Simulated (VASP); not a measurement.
Write the native input for VASP 6.6.1 that does the following.

| Property | Result |
| --- | --- |
| Task | band structure |
| Functional | HSEsol |
| Potentials or basis | VASP PAW PBE potentials, release 64 (Se, Zn) |
| Cutoff | 320 eV |
| k mesh | 4 × 4 × 4 |
| Occupations | gaussian, width 0.03 eV |
| Spin | no spin polarisation |
| Tolerance level | screening |
| Purpose | bands |
| Route | KPOINTS_OPT |
| Further INCAR settings | ALGO = Normal; EDIFF = 1e-06; NBANDS = 21 |
| Share of exact exchange | 0.25 |
| Grid for exact exchange (PRECFOCK) | Fast |
| Screening parameter | 0.2 1/Å |

Crystal: ZnSe.

```
Se Zn
1.0
     0.00000    2.83380    2.83380
     2.83380    0.00000    2.83380
     2.83380    2.83380    0.00000
Se Zn
1 1
Direct
  0.75000 0.75000 0.75000
  0.00000 0.00000 0.00000
```

These files were run (other wordings do the same):

POSCAR

```
ZnSe
1.0
    0.0000000000      2.8338000000      2.8338000000
    2.8338000000      0.0000000000      2.8338000000
    2.8338000000      2.8338000000      0.0000000000
Se Zn
1 1
Direct
    0.7500000000      0.7500000000      0.7500000000
    0.0000000000      0.0000000000      0.0000000000
```

INCAR.step1

```
ISMEAR = 0
SIGMA = 0.03
LWAVE = T
LCHARG = F
NBANDS = 21
PREC = Accurate
LASPH = T
LREAL = F
ALGO = Normal
EDIFF = 1E-6
NELM = 120
GGA_COMPAT = F
ENCUT = 320
EFERMI = MIDGAP
GGA = PE
```

INCAR.step2

```
GGA = PS
LHFCALC = T
HFSCREEN = 0.2
ISMEAR = 0
SIGMA = 0.03
LWAVE = F
LCHARG = F
NBANDS = 21
PREC = Accurate
LASPH = T
LREAL = F
ALGO = Normal
EDIFF = 1E-6
NELM = 120
GGA_COMPAT = F
ENCUT = 320
EFERMI = MIDGAP
PRECFOCK = Fast
ISTART = 1
```

KPOINTS

```
Automatic mesh
0
Gamma
  4 4 4
  0 0 0
```

KPOINTS_OPT

```
path GXWKGLUWLK,UX
6
line-mode
reciprocal
 0.0000000000  0.0000000000  0.0000000000  G
 0.5000000000  0.0000000000  0.5000000000  X

 0.5000000000  0.0000000000  0.5000000000  X
 0.5000000000  0.2500000000  0.7500000000  W

 0.5000000000  0.2500000000  0.7500000000  W
 0.3750000000  0.3750000000  0.7500000000  K

 0.3750000000  0.3750000000  0.7500000000  K
 0.0000000000  0.0000000000  0.0000000000  G

 0.0000000000  0.0000000000  0.0000000000  G
 0.5000000000  0.5000000000  0.5000000000  L

 0.5000000000  0.5000000000  0.5000000000  L
 0.6250000000  0.2500000000  0.6250000000  U

 0.6250000000  0.2500000000  0.6250000000  U
 0.5000000000  0.2500000000  0.7500000000  W

 0.5000000000  0.2500000000  0.7500000000  W
 0.5000000000  0.5000000000  0.5000000000  L

 0.5000000000  0.5000000000  0.5000000000  L
 0.3750000000  0.3750000000  0.7500000000  K

 0.6250000000  0.2500000000  0.6250000000  U
 0.5000000000  0.0000000000  0.5000000000  X
```

Potentials or basis: VASP PAW PBE potentials, release 64 (Se, Zn).

Command:

```sh
$ cat potpaw_PBE.64/Se/POTCAR potpaw_PBE.64/Zn/POTCAR > POTCAR
$ cp INCAR.step1 INCAR
$ mpirun -np 1 vasp_std > vasp.out
$ cp INCAR.step2 INCAR
$ mpirun -np 1 vasp_std > vasp.out
```

It gave:

```json
{
 "Band gap on the k mesh": "2.30 eV",
 "Band gap along the path": "2.30 eV"
}
```

Caveat: the k points lie up to 0.48 Å⁻¹ apart.

It took 11 min on 1 thread of Intel(R) Xeon(R) Platinum 8259CL CPU @ 2.50GHz (Skylake/Cascade Lake), with other jobs on the host, peak memory 0.24 GiB.
